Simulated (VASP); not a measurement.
# NbSi (Pm-3m) in VASP: notebook, part 3 of 3

VASP 6.6.1.

### Step 5. Single point, PBE

Input file INCAR:

```
SYSTEM = NbSi
PREC = Accurate ; ENCUT = 500
EDIFF = 1E-6 ; ISMEAR = -1
SIGMA = 0.05 ; LREAL = .False.
LASPH = .True. ; NELM = 120
ALGO = Normal ; ISIF = 2
LWAVE = .False. ; LCHARG = .False.
GGA = PE ; NBANDS = 16
GGA_COMPAT = .False.
```

Input file KPOINTS:

```
regular mesh
0
Gamma
  5 5 5
  0 0 0
```

Input file POSCAR:

```
NbSi
1.0
    3.1564400000      0.0000000000      0.0000000000
    0.0000000000      3.1564400000      0.0000000000
    0.0000000000      0.0000000000      3.1564400000
Nb Si
1 1
Direct
    0.0000000000      0.0000000000      0.0000000000
    0.5000000000      0.5000000000      0.5000000000
```

Potentials or basis: VASP PAW PBE potentials, release 64 (Nb_sv, Si).

Started as:

```
> cat potpaw_PBE.64/Nb_sv/POTCAR potpaw_PBE.64/Si/POTCAR > POTCAR
> mpirun -np 1 vasp_std > vasp.out
```

OUTCAR:

```text
SYSTEM = NbSi
   PREC = Accurate
   ENCUT = 500
   EDIFF = 1E-6
   ISMEAR = -1
   LREAL = .False.
   LASPH = .True.
   NELM = 120
   ISIF = 2
   GGA = PE

 ion  position               nearest neighbor table
   1  0.000  0.000  0.000-   2 2.73   2 2.73   2 2.73   2 2.73   2 2.73   2 2.73   2 2.73   2 2.73

   2  0.500  0.500  0.500-   1 2.73   1 2.73   1 2.73   1 2.73   1 2.73   1 2.73   1 2.73   1 2.73

  LATTYP: Found a simple cubic cell.
 ALAT       =     3.1564400000

  Lattice vectors:

 A1 = (   3.1564400000,   0.0000000000,   0.0000000000)
 A2 = (   0.0000000000,   3.1564400000,   0.0000000000)
 A3 = (   0.0000000000,   0.0000000000,   3.1564400000)

Analysis of symmetry for initial positions (statically):
=====================================================================
 Subroutine PRICEL returns:
 Original cell was already a primitive cell.

 Routine SETGRP: Setting up the symmetry group for a
 simple cubic supercell.

 Subroutine GETGRP returns: Found 48 space group operations
 (whereof 48 operations were pure point group operations)
 out of a pool of 48 trial point group operations.

The static configuration has the point symmetry O_h .

Analysis of symmetry for dynamics (positions and initial velocities):
=====================================================================
 Subroutine PRICEL returns:
 Original cell was already a primitive cell.

 Routine SETGRP: Setting up the symmetry group for a
 simple cubic supercell.

 Subroutine GETGRP returns: Found 48 space group operations
 (whereof 48 operations were pure point group operations)
 out of a pool of 48 trial point group operations.

The dynamic configuration has the point symmetry O_h .

 Subroutine INISYM returns: Found 48 space group operations
 (whereof 48 operations are pure point group operations),
 and found     1 'primitive' translations

----------------------------------------------------------------------------------------

                                     Primitive cell

  volume of cell :      31.4480

  direct lattice vectors                    reciprocal lattice vectors
     3.156440000  0.000000000  0.000000000     0.316812612  0.000000000  0.000000000
     0.000000000  3.156440000  0.000000000     0.000000000  0.316812612  0.000000000
     0.000000000  0.000000000  3.156440000     0.000000000  0.000000000  0.316812612

  length of vectors
     3.156440000  3.156440000  3.156440000     0.316812612  0.316812612  0.316812612

  position of ions in fractional coordinates (direct lattice)
     0.000000000  0.000000000  0.000000000
     0.500000000  0.500000000  0.500000000

  ion indices of the primitive-cell ions
   primitive index   ion index
                 1           1
                 2           2

----------------------------------------------------------------------------------------

 KPOINTS: regular mesh

Automatic generation of k-mesh.
 Grid dimensions read from file:
 generate k-points for:    5    5    5

 Generating k-lattice:

  Cartesian coordinates                     Fractional coordinates (reciprocal lattice)
     0.063362522  0.000000000  0.000000000     0.200000000  0.000000000  0.000000000
     0.000000000  0.063362522  0.000000000     0.000000000  0.200000000  0.000000000
     0.000000000  0.000000000  0.063362522     0.000000000  0.000000000  0.200000000

  Length of vectors
     0.063362522  0.063362522  0.063362522

  Shift w.r.t. Gamma in fractional coordinates (k-lattice)
     0.000000000  0.000000000  0.000000000

 Subroutine IBZKPT returns following result:
 ===========================================

 Found     10 irreducible k-points:

 Following reciprocal coordinates:
            Coordinates               Weight
  0.000000  0.000000  0.000000      1.000000
  0.200000  0.000000  0.000000      6.000000
  0.400000  0.000000  0.000000      6.000000
  0.200000  0.200000  0.000000     12.000000
  0.400000  0.200000  0.000000     24.000000
  0.400000  0.400000  0.000000     12.000000
  0.200000  0.200000  0.200000      8.000000
  0.400000  0.200000  0.200000     24.000000
  0.400000  0.400000  0.200000     24.000000
  0.400000  0.400000  0.400000      8.000000
   k-points           NKPTS =     10   k-points in BZ     NKDIM =     10   number of bands    NBANDS=     16
   number of dos      NEDOS =    301   number of ions     NIONS =      2
   total plane-waves  NPLWV =  13824
   dimension x,y,z NGX =    24 NGY =   24 NGZ =   24
   dimension x,y,z NGXF=    48 NGYF=   48 NGZF=   48
   ions per type =               1   1
   NGX,Y,Z   is equivalent  to a cutoff of  12.64, 12.64, 12.64 a.u.
   NGXF,Y,Z  is equivalent  to a cutoff of  25.28, 25.28, 25.28 a.u.
 SYSTEM =  NbSi
   PREC   = accura    normal or accurate (medium, high low for compatibility)
   ISTART =      0    job   : 0-new  1-cont  2-samecut
   ICHARG =      2    charge: 1-file 2-atom 10-const
   ISPIN  =      1    spin polarized calculation?
   LNONCOLLINEAR =      F non collinear calculations
   LSORBIT =      F    spin-orbit coupling
   LASPH  =      T    aspherical Exc in radial PAW
   ENCUT  =  500.0 eV  36.75 Ry    6.06 a.u.   5.75  5.75  5.75*2*pi/ulx,y,z
   NELM   =    120;   NELMIN=  2; NELMDL= -5     # of ELM steps
   EDIFF  = 0.1E-05   stopping-criterion for ELM
   LREAL  =      F    real-space projection
   EDIFFG = 0.1E-04   stopping-criterion for IOM
   NSW    =      0    number of steps for IOM
   IBRION =     -1    ionic relax: 0-MD 1-quasi-New 2-CG
   NFREE  =      0    steps in history (QN), initial steepest desc. (CG)
   ISIF   =      2    stress and relaxation
   ISYM   =      2    0-nonsym 1-usesym 2-fastsym
   POTIM  = 0.5000    time-step for ionic-motion
   TEBEG  =    0.0;   TEEND  =   0.0 temperature during run
   PSTRESS=    0.0 pullay stress
   NELECT =      17.0000    total number of electrons
   NUPDOWN=      -1.0000    fix difference up-down
   EMIN   =  10.00;   EMAX   =-10.00  energy-range for DOS
   EFERMI =   0.00;   METHOD = LEGACY
   ISMEAR =    -1;   SIGMA  =   0.05  broadening in eV -4-tet -1-fermi 0-gaus
   EFERMI_NEDOS =   21; number of points for ismear=-14 and -15
   IALGO  =     38    algorithm
   IMIX   =      4    mixing-type and parameters
     AMIX     =   0.40;   BMIX     =  1.00
     AMIX_MAG =   1.60;   BMIX_MAG =  1.00
  volume/ion in A,a.u.               =      15.72       106.11
  Fermi-wavevector in a.u.,A,eV,Ry     =   1.333604  2.520146 24.197961  1.778500
  Thomas-Fermi vector in A             =   2.462450
   LORBIT       =      0    0 simple, 1 ext, 2 COOP (PROOUT), +10 PAW based schemes
   GGA     = PE    functional components
   LHFCALC =     F    Hartree Fock is set to
   AEXX    =    0.0000 exact exchange contribution
   IVDW    =     0    specifies the selected vdW correction
   LEPSILON=     F    determine dielectric tensor
   LRPA    =     F    only Hartree local field effects (RPA)
 non-spin polarized calculation
  energy-cutoff  :      500.00
  volume of cell :       31.45
 maximum number of plane-waves:       808
 NGX is ok and might be reduce to    24
   NGX = 11   NGY = 11   NGZ = 11

 number of electron      17.0000003 magnetization

 Free energy of the ion-electron system (eV)
  ---------------------------------------------------
  ext. energy  EPLUGINS =         0.00000000
  ---------------------------------------------------
  free energy    TOTEN  =       -16.07774899 eV

  energy without entropy =      -16.05570535  energy(sigma->0) =      -16.06672717

 E-fermi :  11.2672     XC(G=0): -12.0698

 val. band max:       10.8361182064   @ k =   0.4000   0.2000   0.2000
 cond. band min:      11.2777680572   @ k =   0.4000   0.4000   0.0000
 fundamental gap:      0.4416498508
 Fermi energy:        11.2672326442

 k-point     1 :       0.0000    0.0000    0.0000
  band No.  band energies     occupation
      1     -43.4440      2.00000
      2     -19.3579      2.00000
      3     -19.3579      2.00000
      4     -19.3579      2.00000
      5       0.0570      2.00000
      6       8.5205      2.00000
[... 8 lines left out ...]
     15      21.2446      0.00000
     16      21.2446      0.00000
[... 153 lines left out ...]
 k-point    10 :       0.4000    0.4000    0.4000
  band No.  band energies     occupation
      1     -43.3503      2.00000
      2     -19.6423      2.00000
      3     -19.6360      2.00000
      4     -19.6360      2.00000
      5       4.6244      2.00000
      6       6.4375      2.00000
[... 8 lines left out ...]
     15      19.9060      0.00000
     16      19.9190      0.00000

------------------------ aborting loop because EDIFF is reached ----------------------------------------

  FORCE on cell =-STRESS in cart. coord.  units (eV):
  Direction    XX          YY          ZZ          XY          YZ          ZX
  --------------------------------------------------------------------------------------
  -------------------------------------------------------------------------------------
  Total       -0.1994806     -0.1994806     -0.1994806      0.0000000      0.0000000      0.0000000
  in kB      -10.1629239    -10.1629239    -10.1629239      0.0000000      0.0000000      0.0000000
  external PRESSURE =     -10.1629239 kB  Pullay stress =       0.0000000 kB

 VOLUME and BASIS-vectors are now :
 -----------------------------------------------------------------------------
  energy-cutoff  :      500.00
  volume of cell :       31.45
      direct lattice vectors                 reciprocal lattice vectors
     3.156440000  0.000000000  0.000000000     0.316812612  0.000000000  0.000000000
     0.000000000  3.156440000  0.000000000     0.000000000  0.316812612  0.000000000
     0.000000000  0.000000000  3.156440000     0.000000000  0.000000000  0.316812612

 POSITION                                       TOTAL-FORCE (eV/Angst)
 -----------------------------------------------------------------------------------
      0.00000      0.00000      0.00000         0.000000      0.000000      0.000000
      1.57822      1.57822      1.57822         0.000000      0.000000      0.000000
 -----------------------------------------------------------------------------------
    total drift:                               -0.000000      0.000000      0.000000

  FREE ENERGIE OF THE ION-ELECTRON SYSTEM (eV)
  ---------------------------------------------------
  free  energy   TOTEN  =       -16.0777489884 eV

  energy  without entropy=      -16.0557053451  energy(sigma->0) =      -16.06672717
```

OSZICAR:

```text
N       E                     dE             d eps       ncg     rms          rms(c)
DAV:   1     0.119815063617E+03    0.11982E+03   -0.82878E+03   320   0.985E+02
DAV:   2    -0.118350352078E+02   -0.13165E+03   -0.12517E+03   384   0.336E+02
DAV:   3    -0.167021835565E+02   -0.48671E+01   -0.47147E+01   480   0.539E+01
DAV:   4    -0.169290245338E+02   -0.22684E+00   -0.22658E+00   416   0.115E+01
DAV:   5    -0.169344821113E+02   -0.54576E-02   -0.54565E-02   496   0.168E+00    0.815E+00
DAV:   6    -0.160994714135E+02    0.83501E+00   -0.20956E+00   504   0.136E+01    0.264E+00
DAV:   7    -0.160843575943E+02    0.15114E-01   -0.94921E-02   392   0.225E+00    0.158E+00
DAV:   8    -0.160774763741E+02    0.68812E-02   -0.29514E-02   424   0.138E+00    0.328E-01
DAV:   9    -0.160776899598E+02   -0.21359E-03   -0.36420E-03   512   0.397E-01    0.203E-01
DAV:  10    -0.160777678406E+02   -0.77881E-04   -0.60892E-04   384   0.258E-01    0.371E-02
DAV:  11    -0.160777491848E+02    0.18656E-04   -0.38441E-05   384   0.639E-02    0.231E-02
DAV:  12    -0.160777489884E+02    0.19648E-06   -0.30998E-06   400   0.233E-02
   1 F= -.16077749E+02 E0= -.16066727E+02  d E =-.220436E-01
```

Wall time 3.9 s (1 thread of Intel Xeon Platinum 8488C (Sapphire Rapids), shared host); peak memory 0.13 GiB.

Results:

* Free energy: -16.0777 eV
* Pressure: -1.0 GPa

Levels at points of the mesh, in eV from the Fermi level:
| k point | band 5 | band 6 | band 7 | band 8 | band 9 | band 10 | band 11 | band 12 |
| --- | --- | --- | --- | --- | --- | --- | --- | --- |
| (0.00, 0.00, 0.00) | -11.21 | -2.75 | -2.75 | 2.16 | 2.16 | 2.16 | 2.33 | 2.33 |

Caveat: the k points lie up to 0.40 Å⁻¹ apart.

### Step 6. Single point, r2SCAN

This run uses another cell than the first one, of 13.65 Å³/atom, 0.868 times its volume.

Input file POSCAR:

```
NbSi
1.0
    3.0113076603      0.0000000000      0.0000000000
    0.0000000000      3.0113076603      0.0000000000
    0.0000000000      0.0000000000      3.0113076603
Nb Si
1 1
Direct
    0.0000000000      0.0000000000      0.0000000000
    0.5000000000      0.5000000000      0.5000000000
```

Input file INCAR.step1:

```
PREC = Accurate
ENCUT = 550
ISMEAR = -1
SIGMA = 0.05
LREAL = F
LASPH = T
NELM = 120
NBANDS = 16
GGA = PE
ALGO = Normal
EDIFF = 1E-5
LWAVE = T
LCHARG = F
GGA_COMPAT = F
```

Input file INCAR.step2:

```
PREC = Accurate
ENCUT = 550
EDIFF = 1E-6
ISMEAR = -1
SIGMA = 0.05
LREAL = F
LASPH = T
NELM = 120
ALGO = Normal
ISIF = 2
LWAVE = F
LCHARG = T
METAGGA = R2SCAN
LMIXTAU = T
LELF = T
LVHAR = T
NBANDS = 16
ISTART = 1
GGA_COMPAT = F
```

Input file KPOINTS:

```
regular mesh
0
Gamma
  8 8 8
```

Potentials or basis: VASP PAW PBE potentials, release 64 (Nb_sv, Si).

Started as:

```
> cat potpaw_PBE.64/Nb_sv/POTCAR potpaw_PBE.64/Si/POTCAR > POTCAR
> cp INCAR.step1 INCAR
> mpirun -np 1 vasp_std > vasp.out
> cp INCAR.step2 INCAR
> mpirun -np 1 vasp_std > vasp.out
```

OUTCAR:

```text
PREC = Accurate
   ENCUT = 550
   EDIFF = 1E-6
   ISMEAR = -1
   LREAL = F
   LASPH = T
   NELM = 120
   ISIF = 2
   METAGGA = R2SCAN
   ISTART = 1

 ion  position               nearest neighbor table
   1  0.000  0.000  0.000-   2 2.61   2 2.61   2 2.61   2 2.61   2 2.61   2 2.61   2 2.61   2 2.61

   2  0.500  0.500  0.500-   1 2.61   1 2.61   1 2.61   1 2.61   1 2.61   1 2.61   1 2.61   1 2.61

  LATTYP: Found a simple cubic cell.
 ALAT       =     3.0113076603

  Lattice vectors:

 A1 = (   3.0113076603,   0.0000000000,   0.0000000000)
[... 626 lines left out ...]
      4     -18.0367      2.00000
      5       4.3390      2.00000
      6       8.5360      2.00000
[... 8 lines left out ...]
     15      25.0569      0.00000
     16      27.0447      0.00000

 [... further k-points ...]
[... 5 lines left out ...]
  --------------------------------------------------------------------------------------
  -------------------------------------------------------------------------------------
  Total        5.0686762      5.0686762      5.0686762      0.0000000      0.0000000      0.0000000
  in kB      297.3991634    297.3991634    297.3991634      0.0000000      0.0000000      0.0000000
  external PRESSURE =     297.3991634 kB  Pullay stress =       0.0000000 kB

 VOLUME and BASIS-vectors are now :
 -----------------------------------------------------------------------------
  energy-cutoff  :      550.00
  volume of cell :       27.31
      direct lattice vectors                 reciprocal lattice vectors
     3.011307660  0.000000000  0.000000000     0.332081645  0.000000000  0.000000000
     0.000000000  3.011307660  0.000000000     0.000000000  0.332081645  0.000000000
     0.000000000  0.000000000  3.011307660     0.000000000  0.000000000  0.332081645

 POSITION                                       TOTAL-FORCE (eV/Angst)
 -----------------------------------------------------------------------------------
      0.00000      0.00000      0.00000         0.000000      0.000000      0.000000
      1.50565      1.50565      1.50565         0.000000      0.000000      0.000000
 -----------------------------------------------------------------------------------
    total drift:                               -0.000000      0.000000      0.000000

  FREE ENERGIE OF THE ION-ELECTRON SYSTEM (eV)
  ---------------------------------------------------
  free  energy   TOTEN  =       -33.5916583376 eV

  energy  without entropy=      -33.5751055334  energy(sigma->0) =      -33.58338194
```

OSZICAR.step1:

```text
N       E                     dE             d eps       ncg     rms          rms(c)
DAV:   1     0.136858001575E+03    0.13686E+03   -0.88945E+03  1120   0.109E+03
DAV:   2    -0.105469170716E+02   -0.14740E+03   -0.13943E+03  1376   0.367E+02
DAV:   3    -0.161201734808E+02   -0.55733E+01   -0.53821E+01  1720   0.603E+01
DAV:   4    -0.163838029821E+02   -0.26363E+00   -0.26279E+00  1480   0.113E+01
DAV:   5    -0.163897552969E+02   -0.59523E-02   -0.59489E-02  1720   0.172E+00    0.101E+01
DAV:   6    -0.156717939369E+02    0.71796E+00   -0.17201E+00  1736   0.132E+01    0.359E+00
DAV:   7    -0.156644728422E+02    0.73211E-02   -0.81716E-02  1408   0.210E+00    0.211E+00
DAV:   8    -0.156628738657E+02    0.15990E-02   -0.35781E-02  2016   0.157E+00    0.473E-01
DAV:   9    -0.156627865653E+02    0.87300E-04   -0.13265E-03  1360   0.292E-01    0.206E-01
DAV:  10    -0.156629512050E+02   -0.16464E-03   -0.56794E-04  1408   0.266E-01    0.215E-02
DAV:  11    -0.156629422282E+02    0.89768E-05   -0.17181E-05  1312   0.511E-02
   1 F= -.15662942E+02 E0= -.15653874E+02  d E =-.181358E-01
```

Wall time 26 s (1 thread of Intel Xeon Platinum 8488C (Sapphire Rapids), shared host); peak memory 0.15 GiB.

What came out:

| Item | Value |
| --- | --- |
| Free energy | -33.5917 eV |
| Pressure | 29.7 GPa |

Caveat: the PAW data sets were made with another functional, which shifts forces and pressure a little.

### Step 7. The runs side by side

| task | level | spin | U | cell | k mesh | cutoff (eV) | gap on the mesh (eV) | pressure (GPa) | relaxed volume (Å³/atom) |
| --- | --- | --- | --- | --- | --- | --- | --- | --- | --- |
| relaxation of cell and atoms | r2SCAN | off | - | relaxed from a = 3.156 Å, 2 atoms | 8 × 8 × 8 | 600 | none | 0.0 | 15.53 |
| single point | r2SCAN | non-collinear, zero start, SOC | - | a = 3.156 Å, 2 atoms | 8 × 8 × 8 | 520 | - | -2.2 | - |
| relaxation of cell and atoms | r2SCAN+U | off | Nb d U = 1.0 eV | relaxed from a = 3.156 Å, 2 atoms | 8 × 8 × 8 | 600 | none | 0.0 | 15.66 |
| single point | PBE | off | - | a = 3.156 Å, 2 atoms | 5 × 5 × 5 | 500 | none | -1.0 | - |
| single point | r2SCAN | off | - | a = 3.011 Å, 2 atoms | 8 × 8 × 8 | 550 | none | 29.7 | - |

Alike in all rows: potentials or basis VASP PAW PBE potentials, release 64 (Nb_sv, Si); smearing fermi-dirac 0.05 eV.

Caveats: some runs use coarse meshes; the PAW data sets were made with another functional, which shifts forces and pressure a little (some runs); U without spin polarisation on a metal has little footing (some runs); the U is typed as a test and isn't derived for this compound (some runs).

Total energies depend on the potentials used, so only differences within one code and one set of settings carry meaning.
